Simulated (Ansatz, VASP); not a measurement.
**LiF in VASP and in Ansatz**

INCAR

```
  ALGO = Normal
  EDIFF = 1E-6
  ENCUT = 520
  ISIF = 2
  ISMEAR = 0
  LASPH = True
  LCHARG = False
  LREAL = False
  LWAVE = False
  NBANDS = 18
  NELM = 100
  PREC = Accurate
  SIGMA = 0.05
```

KPOINTS

```
k-points
0
Gamma
  9 9 6
```

POSCAR

```
LiF
1.0
    3.0300909680      0.0000000000      0.0000000000
   -1.5150454840      2.6241357541      0.0000000000
    0.0000000000      0.0000000000      4.6590208518
Li F
2 2
Direct
    0.3333333333      0.6666666667      0.3371874601
    0.6666666667      0.3333333333      0.8371874601
    0.3333333333      0.6666666667      0.9910195924
    0.6666666667      0.3333333333      0.4910195924
```

Input for Ansatz:

```yaml
crystal:
  lattice:
    - [3.030090968, 0.0, 0.0]
    - [-1.515045484, 2.6241357541, 0.0]
    - [0.0, 0.0, 4.6590208518]
  atoms:
    - { symbol: Li, position: [0.3333333333, 0.6666666667, 0.3371874601] }
    - { symbol: Li, position: [0.6666666667, 0.3333333333, 0.8371874601] }
    - { symbol: F, position: [0.3333333333, 0.6666666667, 0.9910195924] }
    - { symbol: F, position: [0.6666666667, 0.3333333333, 0.4910195924] }
basis:
  ecutwfc: 520.0
kpoints:
  mp_grid: { grid: [9, 9, 6] }
hamiltonian:
  xc: lda
scf:
  occupations: { method: gaussian, width: 0.05 }
output:
  forces: true
  stress: true
  eigenvalues: true
```

Alike in both runs: task single point; functional LDA; k mesh 9 × 9 × 6; occupations gaussian, width 0.05 eV; no spin polarisation.

|  | VASP | Ansatz |
| --- | --- | --- |
| version | VASP 6.6.1 | Ansatz 0.2.0 |
| potentials or method | VASP PAW LDA potentials, release 64 (Li_sv, F), cutoff 520 eV | scalar-relativistic, plane waves, PAW |
| valence electrons in the cell | 20 | 20 |

```csv
,VASP,Ansatz,Ansatz less VASP
gap on the k mesh at the Fermi level (eV),7.88,7.90,+0.016
least direct gap on the mesh (eV),7.88,7.90,+0.016
rms of the force components (eV/Å),0.927,0.904,-0.0224
```

LDA's correlation is that of Perdew and Zunger in VASP and of Perdew and Wang (1992) in Ansatz. Atom by atom the forces differ by 0.022 eV/Å (rms over components).

Noted on VASP's run: the cutoff is short for stress, so the pressure is rough.
